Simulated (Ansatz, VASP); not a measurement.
SrTi2O4: VASP beside Ansatz

The input INCAR:

```
  PREC = Accurate
  ENCUT = 600
  EDIFF = 1E-6
  ISMEAR = 0
  SIGMA = 0.15
  LREAL = F
  LASPH = T
  NELM = 150
  ALGO = Normal
  ISIF = 3
  LWAVE = F
  LCHARG = F
  ISPIN = 2
  MAGMOM = 0 1 1 0 0 0 0
  LORBIT = 11
  LMAXMIX = 4
  GGA = PE
  IBRION = 2
  NSW = 36
  EDIFFG = -0.08
```

Contents of KPOINTS:

```
regular mesh
0
Gamma
  3 3 3
```

POSCAR

```
SrTi2O4
1.0
    2.1703699400      1.2530636700      6.9091542500
   -2.1703699400      1.2530636700      6.9091542500
    0.0000000000     -2.5061273400      6.9091542500
Sr Ti O
1 2 4
Direct
    0.0000000000      0.0000000000      0.0000000000
    0.0884066900      0.0884066900      0.0884066900
    0.9115933100      0.9115933100      0.9115933100
    0.2075384900      0.2075384900      0.2075384900
    0.7924615100      0.7924615100      0.7924615100
    0.3903127900      0.3903127900      0.3903127900
    0.6096872100      0.6096872100      0.6096872100
```

Input for Ansatz:

```yaml
crystal:
  lattice:
    - [2.17036994, 1.25306367, 6.90915425]
    - [-2.17036994, 1.25306367, 6.90915425]
    - [0.0, -2.50612734, 6.90915425]
  atoms:
    - { symbol: Sr, position: [0.0, 0.0, 0.0] }
    - { symbol: Ti, position: [0.08840669, 0.08840669, 0.08840669], spin: 1.0 }
    - { symbol: Ti, position: [0.91159331, 0.91159331, 0.91159331], spin: 1.0 }
    - { symbol: O, position: [0.20753849, 0.20753849, 0.20753849] }
    - { symbol: O, position: [0.79246151, 0.79246151, 0.79246151] }
    - { symbol: O, position: [0.39031279, 0.39031279, 0.39031279] }
    - { symbol: O, position: [0.60968721, 0.60968721, 0.60968721] }
basis:
  ecutwfc: 420
kpoints:
  mp_grid: { grid: [3, 3, 3] }
hamiltonian:
  xc: pbe
scf:
  occupations: { method: gaussian, width: 0.15 }
  lower_state_search: "off"
output:
  forces: true
  stress: true
  eigenvalues: true
  populations: true
magnetization:
  spin_polarized: true
relax:
  adjacent_minimum: "off"
  f_tol: 0.08
  max_steps: 16
  cell: { stress_tol: 0.8 }
```

Change from the starting cell: species swapped into the K4HgP2 type (R-3m, No. 166).

Alike in both runs: task relaxation of cell and atoms; functional PBE; k mesh 3 × 3 × 3; occupations gaussian, width 0.15 eV; collinear spin.

```csv
,VASP,Ansatz
version,VASP 6.6.1,Ansatz 0.2.0
potentials or method,"VASP PAW PBE potentials, release 64 (Sr_sv, Ti_sv, O), cutoff 600 eV","scalar-relativistic, plane waves, PAW"
valence electrons in the cell,58,58
```

|  | VASP | Ansatz | Ansatz less VASP |
| --- | --- | --- | --- |
| gap on the k mesh at the Fermi level, each at its own relaxed structure (eV) | none | none | - |
| net moment per atom (μB) | 0.22 | 0.22 | -0.001 |
| size of the moment on the site where the two differ most (μB) | 0.70 | 0.54 | -0.155 |
| relaxed volume (Å³/atom) | 12.17 | 12.16 | -0.005 |
| relaxed length of the cell vector where the two differ most in proportion (Å) | 8.857 | 8.887 | +0.0305 |

Site moments also hang on the region over which each program counts them. A gap of «none» marks a metal or a gap that the smearing closes.

The k mesh is coarse, so the values compare programs but aren't converged. Noted on VASP's run: the volume moved by over 15 % at a fixed basis, so the end points are rough.
